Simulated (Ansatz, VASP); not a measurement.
# Two plane-wave programs on Pt

```
Pt
1.0
     2.70829    0.00000    0.00000
    -1.35415    2.34545    0.00000
     0.00000    0.00000    9.35302
Pt
4
Cartesian
  1.0121 0.5843 3.5074
  1.0121 0.5843 8.1839
  0.3421 1.7611 1.1691
  0.3421 1.7611 5.8456
```

Alike in both runs: functional LDA; k mesh 18 × 18 × 6; occupations gaussian, width 0.15 eV; no spin polarisation.

Ansatz relaxed the structure, and its values are those at the end. VASP's run is a single point on that final structure, the one shown.

|  | VASP | Ansatz |
| --- | --- | --- |
| version | VASP 6.6.1 | Ansatz 0.2.0 |
| potentials or method | VASP PAW LDA potentials, release 64 (Pt), cutoff 520 eV | scalar-relativistic, plane waves, PAW |
| valence electrons in the cell | 40 | 72 |

|  | VASP | Ansatz | Ansatz less VASP |
| --- | --- | --- | --- |
| gap on the k mesh at the Fermi level (eV) | none | none | - |
| pressure (GPa) | 1.8 | 0.9 | -0.89 |
| rms of the force components (eV/Å) | 0.004 | 0.004 | +0.0002 |

Ansatz warns that its potentials were made for another functional, while VASP's fit it. LDA's correlation is that of Perdew and Zunger in VASP and of Perdew and Wang (1992) in Ansatz. A gap of «none» marks a metal or a gap that the smearing closes. VASP's potentials hold 40 valence electrons a cell and Ansatz's 72, so a difference there can come from the potentials and not from the codes. Ansatz's warnings: stress scf threshold loose.

Neither program's run includes spin-orbit coupling.
